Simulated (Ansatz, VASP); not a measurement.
**Two plane-wave programs on La3O2**

```xyz
5
Lattice="4.8574 0.0000 0.0000 0.0000 4.8574 0.0000 0.0000 0.0000 4.8574" Properties=species:S:1:pos:R:3 pbc="T T T"
La    0.0000    2.4287    2.4287
La    2.4287    0.0000    2.4287
La    2.4287    2.4287    0.0000
O     2.4287    2.4287    2.4287
O     0.0000    0.0000    0.0000
```

Alike in both runs: functional PBE; k mesh 4 × 4 × 4; occupations gaussian, width 0.1 eV; no spin polarisation.

Ansatz relaxed the structure, and its values are those at the end. VASP's run is a single point on that final structure, the one shown.

|  | VASP | Ansatz |
| --- | --- | --- |
| version | VASP 6.6.1 | Ansatz 0.2.0 |
| potentials or method | VASP PAW PBE potentials, release 64 (La, O), cutoff 520 eV | scalar-relativistic, plane waves, PAW |
| valence electrons in the cell | 45 | 45 |

|  | VASP | Ansatz | Ansatz less VASP |
| --- | --- | --- | --- |
| gap on the k mesh at the Fermi level (eV) | none | none | - |
| pressure (GPa) | -0.2 | 0.0 | +0.13 |

A gap of «none» marks a metal or a gap that the smearing closes. With one functional, cell and mesh, what is left measures potentials, basis and numerics.

Neither program's run includes spin-orbit coupling.
